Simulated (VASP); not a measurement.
# Na (Im-3m) in VASP: a series of runs

The runs below take Na through single point, relaxation of cell and atoms, with PBE.

Everything below comes from runs of VASP 6.6.1. Logs are shortened: lines on timing, memory, paths and dates and some standing lists are left out, and cuts for length are marked.

### 1 The cell of the first run

The structure is cubic, space group Im-3m (No. 229). The conventional cell has a = 3.190 Å, b = 3.190 Å, c = 3.190 Å, α = 90.00°, β = 90.00°, γ = 90.00°. Within 3.6 Å of Na (site symmetry m-3m) lie 14 Na at 2.76 to 3.19 Å.

### 2 Single point, PBE

INCAR reads:

```
ALGO = Normal
EDIFF = 1E-6
ENCUT = 520
GGA = PE
ISIF = 2
ISMEAR = -1
LASPH = True
LCHARG = True
LELF = True
LREAL = False
LVHAR = True
LWAVE = False
NBANDS = 10
NELM = 80
PREC = Accurate
SIGMA = 0.1
```

KPOINTS reads:

```
k-points
0
Gamma
  7 7 7
```

POSCAR reads:

```
Na
1.0
    1.5951114867      1.5951114867      1.5951114867
   -1.5951114867      1.5951114867      1.5951114867
   -1.5951114867     -1.5951114867      1.5951114867
Na
1
Direct
    0.0000000000      0.0000000000      0.0000000000
```

Potentials or basis: VASP PAW PBE potentials, release 64 (Na_pv).

On the command line:

```
> cat potpaw_PBE.64/Na_pv/POTCAR > POTCAR
> mpirun -np 1 vasp_std > vasp.out
```

OUTCAR:

```text
EDIFF = 1E-6
   ENCUT = 520
   GGA = PE
   ISIF = 2
   ISMEAR = -1
   LASPH = True
   LREAL = False
   NELM = 80
   PREC = Accurate

 ion  position               nearest neighbor table
   1  0.000  0.000  0.000-

  LATTYP: Found a body centered cubic cell.
 ALAT       =     3.1902229734

  Lattice vectors:

 A1 = (   1.5951114867,  -1.5951114867,  -1.5951114867)
 A2 = (   1.5951114867,   1.5951114867,   1.5951114867)
 A3 = (  -1.5951114867,  -1.5951114867,   1.5951114867)

Analysis of symmetry for initial positions (statically):
=====================================================================
 Subroutine PRICEL returns:
 Original cell was already a primitive cell.

 Routine SETGRP: Setting up the symmetry group for a
 body centered cubic supercell.

 Subroutine GETGRP returns: Found 48 space group operations
 (whereof 48 operations were pure point group operations)
 out of a pool of 48 trial point group operations.

The static configuration has the point symmetry O_h .

Analysis of symmetry for dynamics (positions and initial velocities):
=====================================================================
 Subroutine PRICEL returns:
 Original cell was already a primitive cell.

 Routine SETGRP: Setting up the symmetry group for a
 body centered cubic supercell.

 Subroutine GETGRP returns: Found 48 space group operations
 (whereof 48 operations were pure point group operations)
 out of a pool of 48 trial point group operations.

The dynamic configuration has the point symmetry O_h .

 Subroutine INISYM returns: Found 48 space group operations
 (whereof 48 operations are pure point group operations),
 and found     1 'primitive' translations

----------------------------------------------------------------------------------------

                                     Primitive cell

  volume of cell :      16.2343

  direct lattice vectors                    reciprocal lattice vectors
     1.595111487  1.595111487  1.595111487     0.313457714  0.000000000  0.313457714
    -1.595111487  1.595111487  1.595111487    -0.313457714  0.313457714  0.000000000
    -1.595111487 -1.595111487  1.595111487     0.000000000 -0.313457714  0.313457714

  length of vectors
     2.762814139  2.762814139  2.762814139     0.443296150  0.443296150  0.443296150

  position of ions in fractional coordinates (direct lattice)
     0.000000000  0.000000000  0.000000000

  ion indices of the primitive-cell ions
   primitive index   ion index
                 1           1

----------------------------------------------------------------------------------------

 KPOINTS: k-points

Automatic generation of k-mesh.
 Grid dimensions read from file:
 generate k-points for:    7    7    7

 Generating k-lattice:

  Cartesian coordinates                     Fractional coordinates (reciprocal lattice)
     0.044779673  0.000000000  0.044779673     0.142857143  0.000000000  0.000000000
    -0.044779673  0.044779673  0.000000000     0.000000000  0.142857143  0.000000000
     0.000000000 -0.044779673  0.044779673     0.000000000  0.000000000  0.142857143

  Length of vectors
     0.063328021  0.063328021  0.063328021

  Shift w.r.t. Gamma in fractional coordinates (k-lattice)
     0.000000000  0.000000000  0.000000000

 Subroutine IBZKPT returns following result:
 ===========================================

 Found     20 irreducible k-points:

 Following reciprocal coordinates:
            Coordinates               Weight
  0.000000  0.000000  0.000000      1.000000
  0.142857  0.000000  0.000000     12.000000
  0.285714  0.000000  0.000000     12.000000
  0.428571  0.000000  0.000000     12.000000
  0.285714  0.142857  0.000000     24.000000
  0.428571  0.142857  0.000000     48.000000
[... 12 lines left out ...]
 -0.428571  0.428571  0.285714      8.000000
  0.428571  0.428571  0.428571      6.000000
   k-points           NKPTS =     20   k-points in BZ     NKDIM =     20   number of bands    NBANDS=     10
   number of dos      NEDOS =    301   number of ions     NIONS =      1
   total plane-waves  NPLWV =  13824
   dimension x,y,z NGX =    24 NGY =   24 NGZ =   24
   dimension x,y,z NGXF=    48 NGYF=   48 NGZF=   48
   ions per type =               1
   NGX,Y,Z   is equivalent  to a cutoff of  14.44, 14.44, 14.44 a.u.
   NGXF,Y,Z  is equivalent  to a cutoff of  28.88, 28.88, 28.88 a.u.
 SYSTEM =  unknown system
   PREC   = accura    normal or accurate (medium, high low for compatibility)
   ISTART =      0    job   : 0-new  1-cont  2-samecut
   ICHARG =      2    charge: 1-file 2-atom 10-const
   ISPIN  =      1    spin polarized calculation?
   LNONCOLLINEAR =      F non collinear calculations
   LSORBIT =      F    spin-orbit coupling
   LASPH  =      T    aspherical Exc in radial PAW
   ENCUT  =  520.0 eV  38.22 Ry    6.18 a.u.   5.14  5.14  5.14*2*pi/ulx,y,z
   NELM   =     80;   NELMIN=  2; NELMDL= -5     # of ELM steps
   EDIFF  = 0.1E-05   stopping-criterion for ELM
   LREAL  =      F    real-space projection
   EDIFFG = 0.1E-04   stopping-criterion for IOM
   NSW    =      0    number of steps for IOM
   IBRION =     -1    ionic relax: 0-MD 1-quasi-New 2-CG
   NFREE  =      0    steps in history (QN), initial steepest desc. (CG)
   ISIF   =      2    stress and relaxation
   ISYM   =      2    0-nonsym 1-usesym 2-fastsym
   POTIM  = 0.5000    time-step for ionic-motion
   TEBEG  =    0.0;   TEEND  =   0.0 temperature during run
   PSTRESS=    0.0 pullay stress
   NELECT =       7.0000    total number of electrons
   NUPDOWN=      -1.0000    fix difference up-down
   EMIN   =  10.00;   EMAX   =-10.00  energy-range for DOS
   EFERMI =   0.00;   METHOD = LEGACY
   ISMEAR =    -1;   SIGMA  =   0.10  broadening in eV -4-tet -1-fermi 0-gaus
   EFERMI_NEDOS =   21; number of points for ismear=-14 and -15
   IALGO  =     38    algorithm
   IMIX   =      4    mixing-type and parameters
     AMIX     =   0.40;   BMIX     =  1.00
     AMIX_MAG =   1.60;   BMIX_MAG =  1.00
  volume/ion in A,a.u.               =      16.23       109.55
  Fermi-wavevector in a.u.,A,eV,Ry     =   1.236791  2.337197 20.812194  1.529653
  Thomas-Fermi vector in A             =   2.371385
   LORBIT       =      0    0 simple, 1 ext, 2 COOP (PROOUT), +10 PAW based schemes
   GGA     = PE    functional components
   LHFCALC =     F    Hartree Fock is set to
   AEXX    =    0.0000 exact exchange contribution
   IVDW    =     0    specifies the selected vdW correction
   LEPSILON=     F    determine dielectric tensor
   LRPA    =     F    only Hartree local field effects (RPA)
 non-spin polarized calculation
  energy-cutoff  :      520.00
  volume of cell :       16.23
 maximum number of plane-waves:       444
 NGX is ok and might be reduce to    24
   NGX = 11   NGY = 11   NGZ = 11

 number of electron       6.9999994 magnetization

 Free energy of the ion-electron system (eV)
  ---------------------------------------------------
  ext. energy  EPLUGINS =         0.00000000
  ---------------------------------------------------
  free energy    TOTEN  =        -0.32574318 eV

  energy without entropy =       -0.31450440  energy(sigma->0) =       -0.32012379

 E-fermi :   4.2315     XC(G=0):  -9.1496

 val. band max:        4.0821282814   @ k =   0.4286   0.0000   0.0000
 cond. band min:       4.5970681030   @ k =   0.4286   0.1429   0.1429
 fundamental gap:      0.5149398216
 Fermi energy:         4.2315221738

 k-point     1 :       0.0000    0.0000    0.0000
  band No.  band energies     occupation
      1     -20.7668      2.00000
      2     -20.7668      2.00000
      3     -20.7668      2.00000
      4      -1.2794      2.00000
      5      22.2963      0.00000
      6      22.2963      0.00000
      7      22.2963      0.00000
      8      24.0050      0.00000
      9      24.0050      0.00000
     10      25.1025      0.00000

 k-point     2 :       0.1429    0.0000    0.0000
  band No.  band energies     occupation
      1     -20.8620      2.00000
      2     -20.7922      2.00000
      3     -20.7680      2.00000
      4      -0.6198      2.00000
      5      17.6766      0.00000
      6      19.8561      0.00000
      7      21.9133      0.00000
      8      21.9793      0.00000
      9      23.2873      0.00000
     10      27.7007      0.00000

 k-point     3 :       0.2857    0.0000    0.0000
  band No.  band energies     occupation
      1     -21.0669      2.00000
      2     -20.8491      2.00000
      3     -20.7708      2.00000
      4       1.2498      2.00000
      5      12.3392      0.00000
      6      17.5523      0.00000
      7      20.2876      0.00000
      8      21.4575      0.00000
      9      23.2047      0.00000
     10      29.1278      0.00000

 k-point     4 :       0.4286    0.0000    0.0000
  band No.  band energies     occupation
      1     -21.2230      2.00000
      2     -20.8944      2.00000
      3     -20.7732      2.00000
      4       4.0821      1.63334
      5       7.8882      0.00000
      6      16.3751      0.00000
      7      19.5213      0.00000
      8      21.1507      0.00000
      9      22.5662      0.00000
     10      29.8354      0.00000
[... 170 lines left out ...]
 k-point    18 :       0.4286    0.2857    0.2857
  band No.  band energies     occupation
      1     -21.1251      2.00000
      2     -20.9974      2.00000
      3     -20.9602      2.00000
      4       6.0700      0.00000
      5       9.5558      0.00000
      6      13.9219      0.00000
      7      14.3044      0.00000
      8      18.2498      0.00000
      9      25.1846      0.00000
     10      27.7964      0.00000

 k-point    19 :      -0.4286    0.4286    0.2857
  band No.  band energies     occupation
      1     -21.0854      2.00000
      2     -21.0854      2.00000
      3     -20.9679      2.00000
      4       8.3694      0.00000
      5       8.3694      0.00000
      6      11.7737      0.00000
      7      16.1348      0.00000
      8      16.1348      0.00000
      9      23.8433      0.00000
     10      28.5633      0.00000

 k-point    20 :       0.4286    0.4286    0.4286
  band No.  band energies     occupation
      1     -21.0756      2.00000
      2     -21.0540      2.00000
      3     -21.0540      2.00000
      4       8.2673      0.00000
      5      10.1322      0.00000
      6      13.1986      0.00000
      7      13.1986      0.00000
      8      14.4790      0.00000
      9      22.5407      0.00000
     10      32.8591      0.00000

------------------------ aborting loop because EDIFF is reached ----------------------------------------

  FORCE on cell =-STRESS in cart. coord.  units (eV):
  Direction    XX          YY          ZZ          XY          YZ          ZX
  --------------------------------------------------------------------------------------
  -------------------------------------------------------------------------------------
  Total        3.0246123      3.0246123      3.0246123      0.0000000     -0.0000000      0.0000000
  in kB      298.5019562    298.5019562    298.5019562      0.0000000     -0.0000000      0.0000000
  external PRESSURE =     298.5019562 kB  Pullay stress =       0.0000000 kB

 VOLUME and BASIS-vectors are now :
 -----------------------------------------------------------------------------
  energy-cutoff  :      520.00
  volume of cell :       16.23
      direct lattice vectors                 reciprocal lattice vectors
     1.595111487  1.595111487  1.595111487     0.313457714  0.000000000  0.313457714
    -1.595111487  1.595111487  1.595111487    -0.313457714  0.313457714  0.000000000
    -1.595111487 -1.595111487  1.595111487     0.000000000 -0.313457714  0.313457714

 POSITION                                       TOTAL-FORCE (eV/Angst)
 -----------------------------------------------------------------------------------
      0.00000      0.00000      0.00000         0.000000      0.000000     -0.000000
 -----------------------------------------------------------------------------------
    total drift:                                0.000000      0.000000      0.000000

  FREE ENERGIE OF THE ION-ELECTRON SYSTEM (eV)
  ---------------------------------------------------
  free  energy   TOTEN  =        -0.3257431825 eV

  energy  without entropy=       -0.3145043999  energy(sigma->0) =       -0.32012379
```

Wall time 3.7 s (1 thread of AMD EPYC 7R13 (Zen 3), shared host); peak memory 0.1 GiB.

Results:

| Item | Value |
| --- | --- |
| Free energy | -0.3257 eV |
| Pressure | 29.9 GPa |

Levels at points of the mesh, in eV from the Fermi level:
| k point | band 1 | band 2 | band 3 | band 4 | band 5 | band 6 | band 7 | band 8 | band 9 |
| --- | --- | --- | --- | --- | --- | --- | --- | --- | --- |
| (0.00, 0.00, 0.00) | -25.00 | -25.00 | -25.00 | -5.51 | 18.06 | 18.06 | 18.06 | 19.77 | 19.77 |

Caveat: the k points lie up to 0.40 Å⁻¹ apart.

### 3 Single point, PBE

This run uses another cell than the first one, of 14.21 Å³/atom, 0.875 times its volume.

INCAR reads:

```
SYSTEM = Na
PREC = Accurate
ENCUT = 520
EDIFF = 1E-7
ISMEAR = -1
SIGMA = 0.1
LREAL = .FALSE.
LASPH = .TRUE.
NELM = 100
ALGO = Normal
ISIF = 2
LWAVE = .FALSE.
LCHARG = .FALSE.
GGA = PE
NBANDS = 10
```

KPOINTS reads:

```
Automatic mesh
0
G
  7 7 7
  0 0 0
```

POSCAR reads:

```
Na
1.0
    1.5259093164      1.5259093164      1.5259093164
   -1.5259093164      1.5259093164      1.5259093164
   -1.5259093164     -1.5259093164      1.5259093164
Na
1
Direct
    0.0000000000      0.0000000000      0.0000000000
```

Potentials or basis: VASP PAW PBE potentials, release 64 (Na_pv).

On the command line:

```
> cat potpaw_PBE.64/Na_pv/POTCAR > POTCAR
> mpirun -np 1 vasp_std > vasp.out
```

OUTCAR:

```text
SYSTEM = Na
   PREC = Accurate
   ENCUT = 520
   EDIFF = 1E-7
   ISMEAR = -1
   LREAL = .FALSE.
   LASPH = .TRUE.
   NELM = 100
   ISIF = 2
   GGA = PE

 ion  position               nearest neighbor table
   1  0.000  0.000  0.000-

  LATTYP: Found a body centered cubic cell.
 ALAT       =     3.0518186328

  Lattice vectors:

 A1 = (   1.5259093164,  -1.5259093164,  -1.5259093164)
 A2 = (   1.5259093164,   1.5259093164,   1.5259093164)
[... 431 lines left out ...]
      8      16.3429      0.00000
      9      25.8584      0.00000
     10      36.0558      0.00000

------------------------ aborting loop because EDIFF is reached ----------------------------------------

  FORCE on cell =-STRESS in cart. coord.  units (eV):
  Direction    XX          YY          ZZ          XY          YZ          ZX
  --------------------------------------------------------------------------------------
  -------------------------------------------------------------------------------------
  Total        4.0052381      4.0052381      4.0052381      0.0000000     -0.0000000      0.0000000
  in kB      451.5363866    451.5363866    451.5363866      0.0000000     -0.0000000      0.0000000
  external PRESSURE =     451.5363866 kB  Pullay stress =       0.0000000 kB

 VOLUME and BASIS-vectors are now :
 -----------------------------------------------------------------------------
  energy-cutoff  :      520.00
  volume of cell :       14.21
      direct lattice vectors                 reciprocal lattice vectors
     1.525909316  1.525909316  1.525909316     0.327673470  0.000000000  0.327673470
    -1.525909316  1.525909316  1.525909316    -0.327673470  0.327673470  0.000000000
    -1.525909316 -1.525909316  1.525909316     0.000000000 -0.327673470  0.327673470

 POSITION                                       TOTAL-FORCE (eV/Angst)
 -----------------------------------------------------------------------------------
      0.00000      0.00000      0.00000         0.000000     -0.000000     -0.000000
 -----------------------------------------------------------------------------------
    total drift:                               -0.000000     -0.000000     -0.000000

  FREE ENERGIE OF THE ION-ELECTRON SYSTEM (eV)
  ---------------------------------------------------
  free  energy   TOTEN  =         0.1411975734 eV

  energy  without entropy=        0.1518940456  energy(sigma->0) =        0.14654581
```

Run time: 2.9 s. Hardware: 1 thread of AMD EPYC 7R13 (Zen 3), shared host; peak memory 0.09 GiB.

Results:

```yaml
Free_energy: 0.1412 eV
Pressure: 45.2 GPa
```

Levels at points of the mesh, in eV from the Fermi level:
```
           k point  band 1  band 2  band 3  band 4  band 5  band 6  band 7  band 8  band 9
(0.00, 0.00, 0.00)  -25.24  -25.24  -25.24   -5.98   19.22   19.22   19.22   21.11   21.11
```

Caveat: the k points lie up to 0.42 Å⁻¹ apart.

### 4 Single point, PBE

This run uses another cell than the first one, of 20.02 Å³/atom, 1.233 times its volume.

INCAR reads:

```
PREC = Accurate
ENCUT = 520
EDIFF = 1E-7
ISMEAR = -1
SIGMA = 0.1
LREAL = F
LASPH = T
NELM = 100
ALGO = Normal
ISIF = 2
LWAVE = F
LCHARG = F
GGA = PE
NBANDS = 10
```

KPOINTS reads:

```
regular mesh
0
Gamma
  7 7 7
```

POSCAR reads:

```
Na
1.0
    1.7105475492      1.7105475492      1.7105475492
   -1.7105475492      1.7105475492      1.7105475492
   -1.7105475492     -1.7105475492      1.7105475492
Na
1
Direct
    0.0000000000      0.0000000000      0.0000000000
```

On the command line:

```
> cat potpaw_PBE.64/Na_pv/POTCAR > POTCAR
> mpirun -np 1 vasp_std > vasp.out
```

It took 3.8 s on 1 thread of AMD EPYC 7R13 (Zen 3), shared host; peak memory 0.1 GiB.

Results (log left out):

- Free energy: -0.8353 eV
- Pressure: 15.0 GPa

Levels at points of the mesh, in eV from the Fermi level:
```
           k point  band 1  band 2  band 3  band 4  band 5  band 6  band 7  band 8
(0.00, 0.00, 0.00)  -24.78  -24.78  -24.78   -4.83   16.30   16.30   16.30   17.77
```

Caveat: the k points lie up to 0.37 Å⁻¹ apart.

(Part 1 of 2 ends here.)
